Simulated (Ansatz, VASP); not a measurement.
**Na: VASP beside Ansatz**

```
Na
1.0
     3.89343    0.00000    0.00000
    -1.94671    3.37181    0.00000
     0.00000    0.00000   12.69200
Na
4
Direct
  0.00000 0.00000 0.00000
  0.33333 0.66667 0.25000
  0.00000 0.00000 0.50000
  0.66667 0.33333 0.75000
```

Change from the starting cell: equal strain along all axes, cell held, atoms relaxed: +4.0 %.

Alike in both runs: task single point; functional PBE; k mesh 18 × 18 × 6; occupations gaussian, width 0.1 eV; no spin polarisation.

|  | VASP | Ansatz |
| --- | --- | --- |
| version | VASP 6.6.1 | Ansatz 0.2.0 |
| potentials or method | VASP PAW PBE potentials, release 64 (Na_pv), cutoff 520 eV | scalar-relativistic, plane waves, PAW |
| valence electrons in the cell | 28 | 36 |

|  | VASP | Ansatz | Ansatz less VASP |
| --- | --- | --- | --- |
| gap on the k mesh at the Fermi level (eV) | none | none | - |
| pressure (GPa) | -0.8 | -0.7 | +0.02 |

A gap of «none» marks a metal or a gap that the smearing closes. VASP's potentials hold 28 valence electrons a cell and Ansatz's 36, so a difference there can come from the potentials and not from the codes.
